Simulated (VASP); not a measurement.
# ZrB2 (P6/mmm) in VASP: notebook

ZrB2 is run at these levels: LDA; tasks: single point.

Program: VASP 6.6.1. These are calculated values, not measurements. Logs are shortened: lines on timing, memory, paths and dates and some standing lists are left out, and cuts for length are marked.

## 1. The cell of the first run

Symmetry: P6/mmm, No. 191, hexagonal system. The conventional cell has a = 3.165 Å, b = 3.165 Å, c = 3.626 Å, α = 90.00°, β = 90.00°, γ = 120.00°. Zr (site symmetry 6/mmm) has 12 B at 2.57 Å and 6 Zr at 3.16 Å within 3.4 Å. B (site symmetry -6m2) has 3 B at 1.83 Å within 2.4 Å.

## 2. Single point, LDA (zz strain of +3 %)

INCAR

```
SYSTEM = ZrB2
PREC     = Accurate       ! precision mode
ENCUT    = 520            ! plane-wave cutoff, eV
EDIFF    = 1E-7           ! SCF threshold, eV
ISMEAR   = -1             ! smearing method
SIGMA    = 0.05           ! smearing width, eV
LREAL    = .False.        ! projectors in reciprocal space
LASPH    = .True.         ! aspherical terms in the spheres
NELM     = 100            ! most SCF steps
ALGO     = Normal         ! electronic algorithm
ISIF     = 2              ! what is computed and relaxed
LWAVE    = .False.        ! write WAVECAR
LCHARG   = .False.        ! write CHGCAR
NBANDS   = 16             ! bands
```

KPOINTS

```
regular mesh
0
Gamma
  12 12 9
  0 0 0
```

POSCAR

```
ZrB2
1.0
    3.1649998255      0.0000000000      0.0000000000
   -1.5824999128      2.7409702519      0.0000000000
    0.0000000000      0.0000000000      3.6256000000
Zr B
1 2
Direct
    0.0000000000      0.0000000000      0.0000000000
    0.3333333333      0.6666666667      0.5000000000
    0.6666666667      0.3333333333      0.5000000000
```

Potentials or basis: VASP PAW LDA potentials, release 64 (Zr_sv, B).

Launch:

```bash
cat potpaw_LDA.64/Zr_sv/POTCAR potpaw_LDA.64/B/POTCAR > POTCAR
mpirun -np 1 vasp_std > vasp.out
```

OUTCAR:

```text
SYSTEM = ZrB2
   PREC = Accurate
   ENCUT = 520
   EDIFF = 1E-7
   ISMEAR = -1
   LREAL = .False.
   LASPH = .True.
   NELM = 100
   ISIF = 2

 ion  position               nearest neighbor table
   1  0.000  0.000  0.000-   2 2.57   3 2.57   2 2.57   3 2.57   3 2.57   3 2.57   2 2.57   2 2.57
                             3 2.57   3 2.57   2 2.57   2 2.57
   2  0.333  0.667  0.500-   3 1.83   3 1.83   3 1.83   1 2.57   1 2.57   1 2.57   1 2.57   1 2.57
                             1 2.57
   3  0.667  0.333  0.500-   2 1.83   2 1.83   2 1.83   1 2.57   1 2.57   1 2.57   1 2.57   1 2.57
                             1 2.57

  LATTYP: Found a hexagonal cell.
 ALAT       =     3.1649998255
 C/A-ratio  =     1.1455292891

  Lattice vectors:

 A1 = (   3.1649998255,   0.0000000000,   0.0000000000)
 A2 = (  -1.5824999128,   2.7409702519,   0.0000000000)
 A3 = (   0.0000000000,   0.0000000000,   3.6256000000)

Analysis of symmetry for initial positions (statically):
=====================================================================
 Subroutine PRICEL returns:
 Original cell was already a primitive cell.

 Routine SETGRP: Setting up the symmetry group for a
 hexagonal supercell.

 Subroutine GETGRP returns: Found 24 space group operations
 (whereof 24 operations were pure point group operations)
 out of a pool of 24 trial point group operations.

The static configuration has the point symmetry D_6h.

Analysis of symmetry for dynamics (positions and initial velocities):
=====================================================================
 Subroutine PRICEL returns:
 Original cell was already a primitive cell.

 Routine SETGRP: Setting up the symmetry group for a
 hexagonal supercell.

 Subroutine GETGRP returns: Found 24 space group operations
 (whereof 24 operations were pure point group operations)
 out of a pool of 24 trial point group operations.

The dynamic configuration has the point symmetry D_6h.

 Subroutine INISYM returns: Found 24 space group operations
 (whereof 24 operations are pure point group operations),
 and found     1 'primitive' translations

----------------------------------------------------------------------------------------

                                     Primitive cell

  volume of cell :      31.4527

  direct lattice vectors                    reciprocal lattice vectors
     3.164999825  0.000000000  0.000000000     0.315955784  0.182417157  0.000000000
    -1.582499913  2.740970252  0.000000000     0.000000000  0.364834313  0.000000000
     0.000000000  0.000000000  3.625600000     0.000000000  0.000000000  0.275816417

  length of vectors
     3.164999825  3.164999826  3.625600000     0.364834313  0.364834313  0.275816417

  position of ions in fractional coordinates (direct lattice)
     0.000000000  0.000000000  0.000000000
     0.333333333  0.666666667  0.500000000
     0.666666667  0.333333333  0.500000000

  ion indices of the primitive-cell ions
   primitive index   ion index
                 1           1
                 2           2
                 3           3

----------------------------------------------------------------------------------------

 KPOINTS: regular mesh

Automatic generation of k-mesh.
 Grid dimensions read from file:
 generate k-points for:   12   12    9

 Generating k-lattice:

  Cartesian coordinates                     Fractional coordinates (reciprocal lattice)
     0.026329649  0.015201430  0.000000000     0.083333333  0.000000000  0.000000000
     0.000000000  0.030402859  0.000000000     0.000000000  0.083333333  0.000000000
     0.000000000  0.000000000  0.030646269     0.000000000  0.000000000  0.111111111

  Length of vectors
     0.030402859  0.030402859  0.030646269

  Shift w.r.t. Gamma in fractional coordinates (k-lattice)
     0.000000000  0.000000000  0.000000000

 Subroutine IBZKPT returns following result:
 ===========================================

 Found     95 irreducible k-points:

 Following reciprocal coordinates:
            Coordinates               Weight
  0.000000  0.000000  0.000000      1.000000
  0.083333  0.000000  0.000000      6.000000
  0.166667 -0.000000  0.000000      6.000000
  0.250000  0.000000  0.000000      6.000000
  0.333333 -0.000000  0.000000      6.000000
  0.416667  0.000000  0.000000      6.000000
[... 16 lines left out ...]
  0.250000  0.000000  0.111111     12.000000
  0.333333 -0.000000  0.111111     12.000000
 [... further k-points ...]
   k-points           NKPTS =     95   k-points in BZ     NKDIM =     95   number of bands    NBANDS=     16
   number of dos      NEDOS =    301   number of ions     NIONS =      3
   total plane-waves  NPLWV =  16128
   dimension x,y,z NGX =    24 NGY =   24 NGZ =   28
   dimension x,y,z NGXF=    48 NGYF=   48 NGZF=   56
   ions per type =               1   2
   NGX,Y,Z   is equivalent  to a cutoff of  12.61, 12.61, 12.84 a.u.
   NGXF,Y,Z  is equivalent  to a cutoff of  25.21, 25.21, 25.68 a.u.
 SYSTEM =  ZrB2
   PREC   = accura    normal or accurate (medium, high low for compatibility)
   ISTART =      0    job   : 0-new  1-cont  2-samecut
   ICHARG =      2    charge: 1-file 2-atom 10-const
   ISPIN  =      1    spin polarized calculation?
   LNONCOLLINEAR =      F non collinear calculations
   LSORBIT =      F    spin-orbit coupling
   LASPH  =      T    aspherical Exc in radial PAW
   ENCUT  =  520.0 eV  38.22 Ry    6.18 a.u.   5.88  5.88  6.74*2*pi/ulx,y,z
   NELM   =    100;   NELMIN=  2; NELMDL= -5     # of ELM steps
   EDIFF  = 0.1E-06   stopping-criterion for ELM
   LREAL  =      F    real-space projection
   EDIFFG = 0.1E-05   stopping-criterion for IOM
   NSW    =      0    number of steps for IOM
   IBRION =     -1    ionic relax: 0-MD 1-quasi-New 2-CG
   NFREE  =      0    steps in history (QN), initial steepest desc. (CG)
   ISIF   =      2    stress and relaxation
   ISYM   =      2    0-nonsym 1-usesym 2-fastsym
   POTIM  = 0.5000    time-step for ionic-motion
   TEBEG  =    0.0;   TEEND  =   0.0 temperature during run
   PSTRESS=    0.0 pullay stress
   NELECT =      18.0000    total number of electrons
   NUPDOWN=      -1.0000    fix difference up-down
   EMIN   =  10.00;   EMAX   =-10.00  energy-range for DOS
   EFERMI =   0.00;   METHOD = LEGACY
   ISMEAR =    -1;   SIGMA  =   0.05  broadening in eV -4-tet -1-fermi 0-gaus
   EFERMI_NEDOS =   21; number of points for ismear=-14 and -15
   IALGO  =     38    algorithm
   IMIX   =      4    mixing-type and parameters
     AMIX     =   0.40;   BMIX     =  1.00
     AMIX_MAG =   1.60;   BMIX_MAG =  1.00
  volume/ion in A,a.u.               =      10.48        70.75
  Fermi-wavevector in a.u.,A,eV,Ry     =   1.359189  2.568494 25.135314  1.847393
  Thomas-Fermi vector in A             =   2.485958
   LORBIT       =      0    0 simple, 1 ext, 2 COOP (PROOUT), +10 PAW based schemes
   GGA     = CA    functional components
   LHFCALC =     F    Hartree Fock is set to
   AEXX    =    0.0000 exact exchange contribution
   IVDW    =     0    specifies the selected vdW correction
   LEPSILON=     F    determine dielectric tensor
   LRPA    =     F    only Hartree local field effects (RPA)
 non-spin polarized calculation
  energy-cutoff  :      520.00
  volume of cell :       31.45
 maximum number of plane-waves:       864
 NGX is ok and might be reduce to    24
   NGX = 11   NGY = 11   NGZ = 13

 number of electron      18.0000000 magnetization

 Free energy of the ion-electron system (eV)
  ---------------------------------------------------
  ext. energy  EPLUGINS =         0.00000000
  ---------------------------------------------------
  free energy    TOTEN  =       -27.39887705 eV

  energy without entropy =      -27.39653538  energy(sigma->0) =      -27.39770622

 E-fermi :  10.2578     XC(G=0): -12.4783

 val. band max:       10.2560705839   @ k =   0.1667   0.1667   0.1111
 cond. band min:      10.2967148713   @ k =   0.1667   0.1667   0.2222
 fundamental gap:      0.0406442874
 Fermi energy:        10.2577911595

 k-point     1 :       0.0000    0.0000    0.0000
  band No.  band energies     occupation
      1     -38.2619      2.00000
      2     -16.6090      2.00000
      3     -16.0180      2.00000
      4     -16.0180      2.00000
      5      -2.2853      2.00000
      6       7.5720      2.00000
[... 8 lines left out ...]
     15      15.4677      0.00000
     16      15.4677      0.00000

 k-point     2 :       0.0833    0.0000    0.0000
  band No.  band energies     occupation
      1     -38.2540      2.00000
      2     -16.5975      2.00000
      3     -16.0856      2.00000
      4     -16.0327      2.00000
      5      -2.1492      2.00000
      6       7.4046      2.00000
[... 8 lines left out ...]
     15      16.0108      0.00000
     16      16.2518      0.00000

 k-point     3 :       0.1667   -0.0000    0.0000
  band No.  band energies     occupation
      1     -38.2324      2.00000
      2     -16.5657      2.00000
      3     -16.2665      2.00000
      4     -16.0727      2.00000
      5      -1.7556      2.00000
      6       6.4436      2.00000
[... 8 lines left out ...]
     15      16.8962      0.00000
     16      17.3966      0.00000

 k-point     4 :       0.2500    0.0000    0.0000
  band No.  band energies     occupation
      1     -38.2026      2.00000
      2     -16.5220      2.00000
      3     -16.5051      2.00000
      4     -16.1266      2.00000
      5      -1.1406      2.00000
      6       5.2678      2.00000
[... 8 lines left out ...]
     15      17.1672      0.00000
     16      19.1594      0.00000
[... 324 lines left out ...]
 k-point    22 :       0.1667   -0.0000    0.1111
  band No.  band energies     occupation
      1     -38.2307      2.00000
      2     -16.5994      2.00000
      3     -16.2630      2.00000
      4     -16.0701      2.00000
      5      -1.6102      2.00000
      6       6.3488      2.00000
[... 8 lines left out ...]
     15      17.1079      0.00000
     16      17.7219      0.00000

 k-point    23 :       0.2500    0.0000    0.1111
  band No.  band energies     occupation
      1     -38.2010      2.00000
      2     -16.5552      2.00000
      3     -16.4994      2.00000
      4     -16.1238      2.00000
      5      -1.0235      2.00000
      6       5.1933      2.00000
[... 8 lines left out ...]
     15      17.2720      0.00000
     16      19.2595      0.00000

 k-point    24 :       0.3333   -0.0000    0.1111
  band No.  band energies     occupation
      1     -38.1711      2.00000
      2     -16.7303      2.00000
      3     -16.5074      2.00000
      4     -16.1768      2.00000
      5      -0.2651      2.00000
      6       3.9579      2.00000
[... 8 lines left out ...]
     15      17.6167      0.00000
     16      20.4828      0.00000

 [... further k-points ...]

------------------------ aborting loop because EDIFF is reached ----------------------------------------

  FORCE on cell =-STRESS in cart. coord.  units (eV):
  Direction    XX          YY          ZZ          XY          YZ          ZX
  --------------------------------------------------------------------------------------
  -------------------------------------------------------------------------------------
  Total       -2.0077925     -2.0077925     -3.5601849      0.0000000     -0.0000000     -0.0000000
  in kB     -102.2754749   -102.2754749   -181.3532059      0.0000000     -0.0000000     -0.0000000
  external PRESSURE =    -128.6347186 kB  Pullay stress =       0.0000000 kB

 VOLUME and BASIS-vectors are now :
 -----------------------------------------------------------------------------
  energy-cutoff  :      520.00
  volume of cell :       31.45
      direct lattice vectors                 reciprocal lattice vectors
     3.164999825  0.000000000  0.000000000     0.315955784  0.182417157  0.000000000
    -1.582499913  2.740970252  0.000000000     0.000000000  0.364834313  0.000000000
     0.000000000  0.000000000  3.625600000     0.000000000  0.000000000  0.275816417

 POSITION                                       TOTAL-FORCE (eV/Angst)
 -----------------------------------------------------------------------------------
      0.00000      0.00000      0.00000        -0.000000      0.000000     -0.000000
     -0.00000      1.82731      1.81280         0.000000      0.000000      0.000000
      1.58250      0.91366      1.81280        -0.000000     -0.000000     -0.000000
 -----------------------------------------------------------------------------------
    total drift:                               -0.000000      0.000000     -0.000000

  FREE ENERGIE OF THE ION-ELECTRON SYSTEM (eV)
  ---------------------------------------------------
  free  energy   TOTEN  =       -27.3988770516 eV

  energy  without entropy=      -27.3965353843  energy(sigma->0) =      -27.39770622
```

Run time: 17 s. Hardware: 1 thread of Intel Xeon Platinum 8559C (Emerald Rapids), shared host; peak memory 0.16 GiB.

Results:

| Quantity | Value |
| --- | --- |
| Free energy | -27.3989 eV |
| Pressure | -12.9 GPa |
| Band gap on the k mesh | zero (band 9 reaches 10.80 eV, above the bottom of band 10 at 9.59 eV) |

Caveat: the cell differs from its parent crystal (zz strain of +3 %).

## 3. Single point, LDA (equal xx and yy strain of +2 %)

INCAR

```
SYSTEM = ZrB2
PREC = Accurate ; ENCUT = 520
EDIFF = 1E-6 ; ISMEAR = -1
SIGMA = 0.05 ; LREAL = .False.
LASPH = .True. ; NELM = 80
ALGO = Normal ; ISIF = 2
LWAVE = .False. ; LCHARG = .False.
GGA = CA ; NBANDS = 16
```

KPOINTS is that of step 2.

POSCAR

```
ZrB2
1.0
    3.2282998220      0.0000000000      0.0000000000
   -1.6141499111      2.7957896569      0.0000000000
    0.0000000000      0.0000000000      3.5200000000
Zr B
1 2
Direct
    0.0000000000      0.0000000000      0.0000000000
    0.3333333333      0.6666666667      0.5000000000
    0.6666666667      0.3333333333      0.5000000000
```

Potentials or basis: VASP PAW LDA potentials, release 64 (Zr_sv, B).

Launch:

```bash
cat potpaw_LDA.64/Zr_sv/POTCAR potpaw_LDA.64/B/POTCAR > POTCAR
mpirun -np 1 vasp_std > vasp.out
```

Run time: 16 s. Hardware: 1 thread of Intel Xeon Platinum 8559C (Emerald Rapids), shared host; peak memory 0.15 GiB.

It converged, with:

```yaml
Free_energy: -27.3689 eV
Pressure: -15.6 GPa
Band_gap_on_the_k_mesh: zero (band 9 reaches 10.65 eV, above the bottom of band 10 at 9.66 eV)
```

Stress tensor (GPa, compression positive):
```
-18.37   0.00   0.00
  0.00 -18.37   0.00
  0.00   0.00 -10.09
```

Levels at points of the mesh, in eV from the Fermi level:
| k point | band 5 | band 6 | band 7 | band 8 | band 9 | band 10 | band 11 | band 12 | band 13 | band 14 |
| --- | --- | --- | --- | --- | --- | --- | --- | --- | --- | --- |
| (0.00, 0.00, 0.00) | -12.45 | -2.77 | -2.77 | -2.53 | -2.20 | 3.15 | 3.15 | 4.08 | 4.08 | 4.41 |
| (0.50, 0.00, 0.00) | -8.81 | -8.39 | -3.70 | -3.10 | -2.68 | 2.15 | 2.19 | 4.48 | 4.69 | 6.37 |

Caveat: the cell differs from its parent crystal (equal xx and yy strain of +2 %).
